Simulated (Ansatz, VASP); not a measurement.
# Two plane-wave programs on BeAu3

```xyz
4
Lattice="4.0645 0.0000 0.0000 0.0000 4.0645 0.0000 0.0000 0.0000 4.0645" Properties=species:S:1:pos:R:3 pbc="T T T"
Au    2.0322    2.0322    0.0000
Au    2.0322    0.0000    2.0322
Au    0.0000    2.0322    2.0322
Be    0.0000    0.0000    0.0000
```

Alike in both runs: task single point; functional PBE; k mesh 7 × 7 × 7; occupations fermi-dirac, width 0.05 eV; no spin polarisation.

|  | VASP | Ansatz |
| --- | --- | --- |
| version | VASP 6.6.1 | Ansatz 0.2.0 |
| potentials or method | VASP PAW PBE potentials, release 64 (Au, Be) | Ansatz PAW |
| plane-wave cutoff (eV) | 520 | 420 |
| valence electrons in the cell | 35 | 59 |

VASP gave:

| Item | Value |
| --- | --- |
| gap on the k mesh at the Fermi level (eV) | none |
| pressure (GPa) | -6.3 |

**Question.** What did Ansatz give for the same quantities?

**Answer.** gap on the k mesh at the Fermi level (eV): none; pressure (GPa): -6.1.

A gap of «none» marks a metal or a gap that the smearing closes. VASP's potentials hold 35 valence electrons a cell and Ansatz's 59, so a difference there can come from the potentials and not from the codes.

Spin-orbit coupling is off throughout.
